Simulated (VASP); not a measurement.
# SrO (Fm-3m) in VASP: density of states with PBE

Aim: the density of states of SrO with PBE.

All numbers are computed with VASP 6.6.1; they aren't measurements. Logs are shortened: lines on timing, memory, paths and dates and some standing lists are left out, and cuts for length are marked.

**1. The cell of the first run**

It takes space group Fm-3m (No. 225, cubic). The conventional cell has a = 5.168 Å, b = 5.168 Å, c = 5.168 Å, α = 90.00°, β = 90.00°, γ = 90.00°. Sr (site symmetry m-3m) has 6 O at 2.58 Å within 3.4 Å. Within 3.4 Å of O (site symmetry m-3m) lie 6 Sr at 2.58 Å.

**2. Density of states, PBE**

The input, POSCAR:

```
SrO
1.0
    0.0000000000      2.5837846888      2.5837846888
    2.5837846888      0.0000000000      2.5837846888
    2.5837846888      2.5837846888      0.0000000000
Sr O
1 1
Direct
    0.5000000000      0.5000000000      0.5000000000
    0.0000000000      0.0000000000      0.0000000000
```

The input, INCAR.step1:

```
ALGO = Normal ; EDIFF = 1E-6
ENCUT = 520 ; GGA = PE
ISIF = 2 ; ISMEAR = 0
ISYM = 0 ; LASPH = T
LCHARG = T ; LREAL = F
LWAVE = F ; NBANDS = 15
NELM = 60 ; PREC = Accurate
SIGMA = 0.1
```

The input, KPOINTS.step1:

```
k-points
0
Gamma
  6 5 1
```

The input, INCAR.step2:

```
ALGO = Normal ; EDIFF = 1E-6
ENCUT = 520 ; GGA = PE
ICHARG = 11 ; ISIF = 2
ISMEAR = -5 ; ISYM = 0
LASPH = T ; LCHARG = F
LORBIT = 10 ; LREAL = F
LWAVE = F ; NEDOS = 2001
NELM = 60 ; PREC = Accurate
SIGMA = 0.1
```

The input, KPOINTS.step2:

```
k-points
0
Gamma
  9 8 1
```

Potentials or basis: VASP PAW PBE potentials, release 64 (Sr_sv, O).

The run is started by

```sh
cat potpaw_PBE.64/Sr_sv/POTCAR potpaw_PBE.64/O/POTCAR > POTCAR
cp INCAR.step1 INCAR
cp KPOINTS.step1 KPOINTS
mpirun -np 1 vasp_std > vasp.out
cp INCAR.step2 INCAR
cp KPOINTS.step2 KPOINTS
mpirun -np 1 vasp_std > vasp.out
```

OUTCAR:

```text
EDIFF = 1E-6
   ENCUT = 520
   GGA = PE
   ICHARG = 11
   ISIF = 2
   ISMEAR = -5
   ISYM = 0
   LASPH = T
   LORBIT = 10
   LREAL = F
   NELM = 60
   PREC = Accurate

 ion  position               nearest neighbor table
   1  0.500  0.500  0.500-   2 2.58   2 2.58   2 2.58   2 2.58   2 2.58   2 2.58
   2  0.000  0.000  0.000-   1 2.58   1 2.58   1 2.58   1 2.58   1 2.58   1 2.58

IMPORTANT INFORMATION: All symmetrisations will be switched off!
NOSYMM: (Re-)initialisation of all symmetry stuff for point group C_1.

----------------------------------------------------------------------------------------

                                     Primitive cell

  volume of cell :      34.4984

  direct lattice vectors                    reciprocal lattice vectors
     0.000000000  2.583784689  2.583784689    -0.193514577  0.193514577  0.193514577
     2.583784689  0.000000000  2.583784689     0.193514577 -0.193514577  0.193514577
     2.583784689  2.583784689  0.000000000     0.193514577  0.193514577 -0.193514577

  length of vectors
     3.654023349  3.654023349  3.654023349     0.335177079  0.335177079  0.335177079

  position of ions in fractional coordinates (direct lattice)
     0.500000000  0.500000000  0.500000000
     0.000000000  0.000000000  0.000000000

  ion indices of the primitive-cell ions
   primitive index   ion index
                 1           1
                 2           2

----------------------------------------------------------------------------------------

 KPOINTS: k-points

Automatic generation of k-mesh.
 Grid dimensions read from file:
 generate k-points for:    9    8    1

 Generating k-lattice:

  Cartesian coordinates                     Fractional coordinates (reciprocal lattice)
    -0.021501620  0.021501620  0.021501620     0.111111111  0.000000000  0.000000000
     0.024189322 -0.024189322  0.024189322     0.000000000  0.125000000  0.000000000
     0.193514577  0.193514577 -0.193514577     0.000000000  0.000000000  1.000000000

  Length of vectors
     0.037241898  0.041897135  0.335177079

  Shift w.r.t. Gamma in fractional coordinates (k-lattice)
     0.000000000  0.000000000  0.000000000

 -----------------------------------------------------------------------------
|                                                                             |
|           W    W    AA    RRRRR   N    N  II  N    N   GGGG   !!!           |
|           W    W   A  A   R    R  NN   N  II  NN   N  G    G  !!!           |
|           W    W  A    A  R    R  N N  N  II  N N  N  G       !!!           |
[... 83 lines left out ...]
   EFERMI =   0.00;   METHOD = LEGACY
   ISMEAR =    -5;   SIGMA  =   0.10  broadening in eV -4-tet -1-fermi 0-gaus
   EFERMI_NEDOS =   21; number of points for ismear=-14 and -15
   IALGO  =     38    algorithm
   IMIX   =      4    mixing-type and parameters
     AMIX     =   0.40;   BMIX     =  1.00
     AMIX_MAG =   1.60;   BMIX_MAG =  1.00
  volume/ion in A,a.u.               =      17.25       116.40
  Fermi-wavevector in a.u.,A,eV,Ry     =   1.267210  2.394679 21.848515  1.605821
  Thomas-Fermi vector in A             =   2.400370
   LORBIT       =     10    0 simple, 1 ext, 2 COOP (PROOUT), +10 PAW based schemes
   GGA     = PE    functional components
   LHFCALC =     F    Hartree Fock is set to
   AEXX    =    0.0000 exact exchange contribution
   IVDW    =     0    specifies the selected vdW correction
   LEPSILON=     F    determine dielectric tensor
   LRPA    =     F    only Hartree local field effects (RPA)
 non-spin polarized calculation
 Fermi weights with tetrahedron method with Bloechl corrections
  energy-cutoff  :      520.00
  volume of cell :       34.50
 maximum number of plane-waves:       941

 number of electron      15.9999998 magnetization

 Free energy of the ion-electron system (eV)
  ---------------------------------------------------
  ext. energy  EPLUGINS =         0.00000000
  ---------------------------------------------------
  free energy    TOTEN  =       -11.57054171 eV

  energy without entropy =      -11.57054171  energy(sigma->0) =      -11.57054171

 E-fermi :   1.7494     XC(G=0):  -9.9049

 val. band max:        1.7465248582   @ k =   0.0000   0.0000   0.0000
 cond. band min:       5.0660633487   @ k =   0.4444   0.5000   0.0000
 fundamental gap:      3.3195384905
 Fermi energy:         1.7493685260

 k-point     1 :       0.0000    0.0000    0.0000
  band No.  band energies     occupation
      1     -30.8358      2.00000
      2     -13.3466      2.00000
      3     -12.5509      2.00000
      4     -12.4875      2.00000
      5     -12.4382      2.00000
      6       1.6927      2.00000
      7       1.7131      2.00000
      8       1.7465      2.00000
      9       5.5514      0.00000
     10       7.7409      0.00000
     11       7.7952      0.00000
     12       7.8711      0.00000
[... 331 lines left out ...]
 k-point    24 :       0.0000    0.3750    0.0000
  band No.  band energies     occupation
      1     -30.7262      2.00000
      2     -14.7681      2.00000
      3     -12.5748      2.00000
      4     -12.5064      2.00000
      5     -11.3686      2.00000
      6      -0.2295      2.00000
      7       0.7173      2.00000
      8       0.7501      2.00000
      9       7.9038      0.00000
     10       9.3197      0.00000
     11       9.9050      0.00000
     12       9.9220      0.00000

 [... further k-points ...]
[... 5 lines left out ...]
  --------------------------------------------------------------------------------------
  -------------------------------------------------------------------------------------
  Total        0.9109706      0.9109920      0.8067540      4.3351205     -0.0004738      0.0004841
  in kB       42.3073663     42.3083597     37.4673306    201.3319958     -0.0220026      0.0224808
  external PRESSURE =      40.6943522 kB  Pullay stress =       0.0000000 kB

 VOLUME and BASIS-vectors are now :
 -----------------------------------------------------------------------------
  energy-cutoff  :      520.00
  volume of cell :       34.50
      direct lattice vectors                 reciprocal lattice vectors
     0.000000000  2.583784689  2.583784689    -0.193514577  0.193514577  0.193514577
     2.583784689  0.000000000  2.583784689     0.193514577 -0.193514577  0.193514577
     2.583784689  2.583784689  0.000000000     0.193514577  0.193514577 -0.193514577

 POSITION                                       TOTAL-FORCE (eV/Angst)
 -----------------------------------------------------------------------------------
      2.58378      2.58378      2.58378         0.000002     -0.000001     -0.000012
      0.00000      0.00000      0.00000        -0.000002      0.000001      0.000012
 -----------------------------------------------------------------------------------
    total drift:                                0.000009      0.000006     -0.000010

  FREE ENERGIE OF THE ION-ELECTRON SYSTEM (eV)
  ---------------------------------------------------
  free  energy   TOTEN  =       -11.5705417113 eV

  energy  without entropy=      -11.5705417113  energy(sigma->0) =      -11.57054171

 total charge

# of ion       s       p       d       tot
------------------------------------------
    1        2.020   5.801   0.254   8.075
    2        1.548   3.433   0.000   4.981
--------------------------------------------------
tot          3.569   9.234   0.254  13.056
```

Wall time 12 s (1 thread of Intel Xeon Platinum 8488C (Sapphire Rapids), shared host); peak memory 0.15 GiB.

What came out:

```
Valence electrons inside the program's atomic spheres : Sr 8.07; O 4.98
```

Levels at points of the mesh, in eV from the valence-band top:
```tsv
k point	band 6	band 7	band 8	band 9	band 10	band 11
(0.00, 0.00, 0.00)	-0.05	-0.03	0.00	3.80	5.99	6.05
(0.00, 0.50, 0.00)	-2.22	-1.17	-1.14	6.39	8.29	8.63
```

Caveat: the k points lie up to 2.11 Å⁻¹ apart.
